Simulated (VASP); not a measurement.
# CdS (F-43m) in VASP: further runs

CdS is run at these levels: PBE0, r2SCAN0, r2SCAN-based global hybrid with 50 % exact exchange, PBEsol-based screened hybrid with 25 % exact exchange; tasks: single point, relaxation of cell and atoms.

Program: VASP 6.6.1. These are calculated values, not measurements. Logs are shortened: lines on timing, memory, paths and dates and some standing lists are left out, and cuts for length are marked.

### Step 1. The cell of the first run

Symmetry: F-43m, No. 216, cubic system. Conventional cell: a = 5.833 Å, b = 5.833 Å, c = 5.833 Å, α = 90.00°, β = 90.00°, γ = 90.00°. Cd (site symmetry -43m) has 4 S at 2.53 Å within 3.3 Å. Within 3.3 Å of S (site symmetry -43m) lie 4 Cd at 2.53 Å.

### Step 2. Single point, PBE0

The input, POSCAR:

```
CdS
1.0
    0.0000000000      2.9165000000      2.9165000000
    2.9165000000      0.0000000000      2.9165000000
    2.9165000000      2.9165000000      0.0000000000
Cd S
1 1
Direct
    0.0000000000      0.0000000000      0.0000000000
    0.7500000000      0.7500000000      0.7500000000
```

The input, INCAR.step1:

```
SYSTEM = CdS
  PREC = Accurate
  ENCUT = 520
  EDIFF = 1E-5
  ISMEAR = 0
  SIGMA = 0.01
  LREAL = .False.
  LASPH = .True.
  NELM = 80
  ALGO = Normal
  ISIF = 2
  LWAVE = .True.
  NBANDS = 16
  GGA = PE
```

The input, INCAR.step2:

```
SYSTEM = CdS
  PREC = Accurate
  ENCUT = 520
  EDIFF = 1E-6
  ISMEAR = 0
  SIGMA = 0.01
  LREAL = .False.
  LASPH = .True.
  NELM = 80
  ALGO = Normal
  ISIF = 2
  LWAVE = .False.
  LCHARG = .True.
  GGA = PE
  LHFCALC = .True.
  AEXX = 0.25
  PRECFOCK = Normal
  LELF = .True.
  LVHAR = .True.
  NBANDS = 16
  ISTART = 1
```

The input, KPOINTS:

```
Automatic mesh
0
Gamma
  6 6 6
  0 0 0
```

Potentials or basis: VASP PAW PBE potentials, release 64 (Cd, S).

The run is started by

```
cat potpaw_PBE.64/Cd/POTCAR potpaw_PBE.64/S/POTCAR > POTCAR
cp INCAR.step1 INCAR
mpirun -np 1 vasp_std > vasp.out
cp INCAR.step2 INCAR
mpirun -np 1 vasp_std > vasp.out
```

OUTCAR:

```text
SYSTEM = CdS
   PREC = Accurate
   ENCUT = 520
   EDIFF = 1E-6
   ISMEAR = 0
   LREAL = .False.
   LASPH = .True.
   NELM = 80
   ISIF = 2
   GGA = PE
   LHFCALC = .True.
   AEXX = 0.25
   PRECFOCK = Normal
   ISTART = 1

 ion  position               nearest neighbor table
   1  0.000  0.000  0.000-   2 2.53   2 2.53   2 2.53   2 2.53
   2  0.750  0.750  0.750-   1 2.53   1 2.53   1 2.53   1 2.53

  LATTYP: Found a face centered cubic cell.
 ALAT       =     5.8330000000

  Lattice vectors:

 A1 = (   0.0000000000,   2.9165000000,   2.9165000000)
 A2 = (   2.9165000000,   0.0000000000,   2.9165000000)
 A3 = (   2.9165000000,   2.9165000000,   0.0000000000)

Analysis of symmetry for initial positions (statically):
=====================================================================
 Subroutine PRICEL returns:
 Original cell was already a primitive cell.

 Routine SETGRP: Setting up the symmetry group for a
 face centered cubic supercell.

 Subroutine GETGRP returns: Found 24 space group operations
 (whereof 24 operations were pure point group operations)
 out of a pool of 48 trial point group operations.

The static configuration has the point symmetry T_d .

Analysis of symmetry for dynamics (positions and initial velocities):
=====================================================================
 Subroutine PRICEL returns:
 Original cell was already a primitive cell.

 Routine SETGRP: Setting up the symmetry group for a
 face centered cubic supercell.

 Subroutine GETGRP returns: Found 24 space group operations
 (whereof 24 operations were pure point group operations)
 out of a pool of 48 trial point group operations.

The dynamic configuration has the point symmetry T_d .

 Subroutine INISYM returns: Found 24 space group operations
 (whereof 24 operations are pure point group operations),
 and found     1 'primitive' translations

----------------------------------------------------------------------------------------

                                     Primitive cell

  volume of cell :      49.6153

  direct lattice vectors                    reciprocal lattice vectors
     0.000000000  2.916500000  2.916500000    -0.171438368  0.171438368  0.171438368
     2.916500000  0.000000000  2.916500000     0.171438368 -0.171438368  0.171438368
     2.916500000  2.916500000  0.000000000     0.171438368  0.171438368 -0.171438368

  length of vectors
     4.124553855  4.124553855  4.124553855     0.296939964  0.296939964  0.296939964

  position of ions in fractional coordinates (direct lattice)
     0.000000000  0.000000000  0.000000000
     0.750000000  0.750000000  0.750000000

  ion indices of the primitive-cell ions
   primitive index   ion index
                 1           1
                 2           2

----------------------------------------------------------------------------------------

 KPOINTS: Automatic mesh

Automatic generation of k-mesh.
 Grid dimensions read from file:
 generate k-points for:    6    6    6

 Generating k-lattice:

  Cartesian coordinates                     Fractional coordinates (reciprocal lattice)
    -0.028573061  0.028573061  0.028573061     0.166666667  0.000000000  0.000000000
     0.028573061 -0.028573061  0.028573061     0.000000000  0.166666667  0.000000000
     0.028573061  0.028573061 -0.028573061     0.000000000  0.000000000  0.166666667

  Length of vectors
     0.049489994  0.049489994  0.049489994

  Shift w.r.t. Gamma in fractional coordinates (k-lattice)
     0.000000000  0.000000000  0.000000000

 Subroutine IBZKPT returns following result:
 ===========================================

 Found     16 irreducible k-points:

 Following reciprocal coordinates:
            Coordinates               Weight
  0.000000  0.000000  0.000000      1.000000
  0.166667  0.000000  0.000000      8.000000
  0.333333  0.000000  0.000000      8.000000
  0.500000  0.000000  0.000000      4.000000
  0.166667  0.166667  0.000000      6.000000
  0.333333  0.166667  0.000000     24.000000
[... 8 lines left out ...]
 -0.333333  0.333333  0.166667     24.000000
 -0.333333  0.500000  0.166667     12.000000
   k-points           NKPTS =     16   k-points in BZ     NKDIM =    216   number of bands    NBANDS=     16
   number of dos      NEDOS =    301   number of ions     NIONS =      2
   total plane-waves  NPLWV =  32768
   dimension x,y,z NGX =    32 NGY =   32 NGZ =   32
   dimension x,y,z NGXF=    64 NGYF=   64 NGZF=   64
   ions per type =               1   1
   NGX,Y,Z   is equivalent  to a cutoff of  12.90, 12.90, 12.90 a.u.
   NGXF,Y,Z  is equivalent  to a cutoff of  25.80, 25.80, 25.80 a.u.
 SYSTEM =  CdS
   PREC   = accura    normal or accurate (medium, high low for compatibility)
   ISTART =      1    job   : 0-new  1-cont  2-samecut
   ICHARG =      0    charge: 1-file 2-atom 10-const
   ISPIN  =      1    spin polarized calculation?
   LNONCOLLINEAR =      F non collinear calculations
   LSORBIT =      F    spin-orbit coupling
   LASPH  =      T    aspherical Exc in radial PAW
   ENCUT  =  520.0 eV  38.22 Ry    6.18 a.u.   7.67  7.67  7.67*2*pi/ulx,y,z
   NELM   =     80;   NELMIN=  2; NELMDL=  0     # of ELM steps
   EDIFF  = 0.1E-05   stopping-criterion for ELM
   LREAL  =      F    real-space projection
   EDIFFG = 0.1E-04   stopping-criterion for IOM
   NSW    =      0    number of steps for IOM
   IBRION =     -1    ionic relax: 0-MD 1-quasi-New 2-CG
   NFREE  =      0    steps in history (QN), initial steepest desc. (CG)
   ISIF   =      2    stress and relaxation
   ISYM   =      3    0-nonsym 1-usesym 2-fastsym
   POTIM  = 0.5000    time-step for ionic-motion
   TEBEG  =    0.0;   TEEND  =   0.0 temperature during run
   PSTRESS=    0.0 pullay stress
   NELECT =      18.0000    total number of electrons
   NUPDOWN=      -1.0000    fix difference up-down
   EMIN   =  10.00;   EMAX   =-10.00  energy-range for DOS
   EFERMI =   0.00;   METHOD = LEGACY
   ISMEAR =     0;   SIGMA  =   0.01  broadening in eV -4-tet -1-fermi 0-gaus
   EFERMI_NEDOS =   21; number of points for ismear=-14 and -15
   IALGO  =     38    algorithm
   IMIX   =      1    mixing-type and parameters
     AMIX     =   0.40;   BMIX     =  1.00
     AMIX_MAG =   1.60;   BMIX_MAG =  1.00
  volume/ion in A,a.u.               =      24.81       167.41
  Fermi-wavevector in a.u.,A,eV,Ry     =   1.167599  2.206442 18.548649  1.363287
  Thomas-Fermi vector in A             =   2.304097
   LORBIT       =      0    0 simple, 1 ext, 2 COOP (PROOUT), +10 PAW based schemes
   GGA     = PE    functional components
   LHFCALC =     T    Hartree Fock is set to
   PRECFOCK=normal    Normal, Fast or Accurate (Low or Medium for compatibility)
   ENCUT4O =  -1.0   cutoff for four orbital integrals eV
   NKREDX  =     1    reduce k-point grid by
   NKREDY  =     1    reduce k-point grid by
   NKREDZ  =     1    reduce k-point grid by
   AEXX    =    0.2500 exact exchange contribution
   HFSCREEN=    0.0000 screening length (either q_TF or 0.3 A-1)
   HFSCREENC=   0.0000 screening length for correlation (either q_TF or 0.3 A-1)
   ENCUTFOCK=  -1.0 apply spherical cutoff to Coloumb kernel
   IVDW    =     0    specifies the selected vdW correction
   LEPSILON=     F    determine dielectric tensor
   LRPA    =     F    only Hartree local field effects (RPA)
 non-spin polarized calculation
 Gauss-broadening in eV      SIGMA  =   0.01
  energy-cutoff  :      520.00
  volume of cell :       49.62
 maximum number of plane-waves:      1363
 NGX is ok and might be reduce to    32
  NGX = 24; NGY = 24; NGZ = 24

 number of electron      18.0000004 magnetization

 Free energy of the ion-electron system (eV)
  ---------------------------------------------------
  ext. energy  EPLUGINS =         0.00000000
  ---------------------------------------------------
  free energy    TOTEN  =        -8.17839135 eV

  energy without entropy =       -8.17839135  energy(sigma->0) =       -8.17839135

 E-fermi :   0.3465     XC(G=0):  -7.2203

 val. band max:        0.2938154806   @ k =   0.0000   0.0000   0.0000
 cond. band min:       3.1266273659   @ k =   0.0000   0.0000   0.0000
 fundamental gap:      2.8328118854
 Fermi energy:         0.3465136588

 k-point     1 :       0.0000    0.0000    0.0000
  band No.  band energies     occupation
      1     -13.3350      2.00000
      2      -8.6093      2.00000
      3      -8.6093      2.00000
      4      -8.6093      2.00000
      5      -8.1233      2.00000
      6      -8.1233      2.00000
[... 8 lines left out ...]
     15      13.8472      0.00000
     16      13.8472      0.00000

 k-point     2 :       0.1667    0.0000    0.0000
  band No.  band energies     occupation
      1     -13.2198      2.00000
      2      -8.5715      2.00000
      3      -8.5715      2.00000
      4      -8.4961      2.00000
      5      -8.1244      2.00000
      6      -8.1244      2.00000
[... 8 lines left out ...]
     15      12.9544      0.00000
     16      14.0311      0.00000

 k-point     3 :       0.3333    0.0000    0.0000
  band No.  band energies     occupation
      1     -12.9901      2.00000
      2      -8.5093      2.00000
      3      -8.5093      2.00000
      4      -8.1087      2.00000
      5      -8.1087      2.00000
      6      -8.0960      2.00000
[... 8 lines left out ...]
     15      13.4404      0.00000
     16      13.4404      0.00000

 k-point     4 :       0.5000    0.0000    0.0000
  band No.  band energies     occupation
      1     -12.8773      2.00000
      2      -8.4873      2.00000
      3      -8.4873      2.00000
      4      -8.0893      2.00000
      5      -8.0893      2.00000
      6      -7.7083      2.00000
[... 8 lines left out ...]
     15      15.0360      0.00000
     16      15.0360      0.00000
[... 172 lines left out ...]
 k-point    14 :       0.5000    0.3333    0.1667
  band No.  band energies     occupation
      1     -12.8451      2.00000
      2      -8.4197      2.00000
      3      -8.4076      2.00000
      4      -8.2158      2.00000
      5      -8.0862      2.00000
      6      -7.7873      2.00000
[... 8 lines left out ...]
     15      15.4888      0.00000
     16      15.7833      0.00000

 k-point    15 :      -0.3333    0.3333    0.1667
  band No.  band energies     occupation
      1     -12.7741      2.00000
      2      -8.4127      2.00000
      3      -8.3720      2.00000
      4      -8.1670      2.00000
      5      -8.1066      2.00000
      6      -7.5173      2.00000
[... 8 lines left out ...]
     15      14.8659      0.00000
     16      15.8864      0.00000

 k-point    16 :      -0.3333    0.5000    0.1667
  band No.  band energies     occupation
      1     -12.7394      2.00000
      2      -8.3678      2.00000
      3      -8.3406      2.00000
      4      -8.2054      2.00000
      5      -8.0837      2.00000
      6      -7.4827      2.00000
[... 8 lines left out ...]
     15      15.7241      0.00000
     16      15.7812      0.00000

------------------------ aborting loop because EDIFF is reached ----------------------------------------

  FORCE on cell =-STRESS in cart. coord.  units (eV):
  Direction    XX          YY          ZZ          XY          YZ          ZX
  --------------------------------------------------------------------------------------
  -------------------------------------------------------------------------------------
  Total        0.5665441      0.5665441      0.5665441     -0.0000000      0.0000000      0.0000000
  in kB       18.2948281     18.2948281     18.2948281     -0.0000000      0.0000000      0.0000000
  external PRESSURE =      18.2948281 kB  Pullay stress =       0.0000000 kB

 VOLUME and BASIS-vectors are now :
 -----------------------------------------------------------------------------
  energy-cutoff  :      520.00
  volume of cell :       49.62
      direct lattice vectors                 reciprocal lattice vectors
     0.000000000  2.916500000  2.916500000    -0.171438368  0.171438368  0.171438368
     2.916500000  0.000000000  2.916500000     0.171438368 -0.171438368  0.171438368
     2.916500000  2.916500000  0.000000000     0.171438368  0.171438368 -0.171438368

 POSITION                                       TOTAL-FORCE (eV/Angst)
 -----------------------------------------------------------------------------------
      0.00000      0.00000      0.00000        -0.000000     -0.000000     -0.000000
      4.37475      4.37475      4.37475         0.000000      0.000000      0.000000
 -----------------------------------------------------------------------------------
    total drift:                               -0.000067     -0.000058     -0.000042

  FREE ENERGIE OF THE ION-ELECTRON SYSTEM (eV)
  ---------------------------------------------------
  free  energy   TOTEN  =        -8.1783913458 eV

  energy  without entropy=       -8.1783913458  energy(sigma->0) =       -8.17839135
```

Run time: 82 min. Hardware: 1 thread of Oxide Virtual Turin-like, shared host; peak memory 0.17 GiB.

What came out:

```
Free energy            : -8.1784 eV
Pressure               : 1.8 GPa
Band gap on the k mesh : 2.83 eV
```

Caveat: the PAW data sets were made with another functional, which shifts forces and pressure a little.

[end of part 1 of 2]
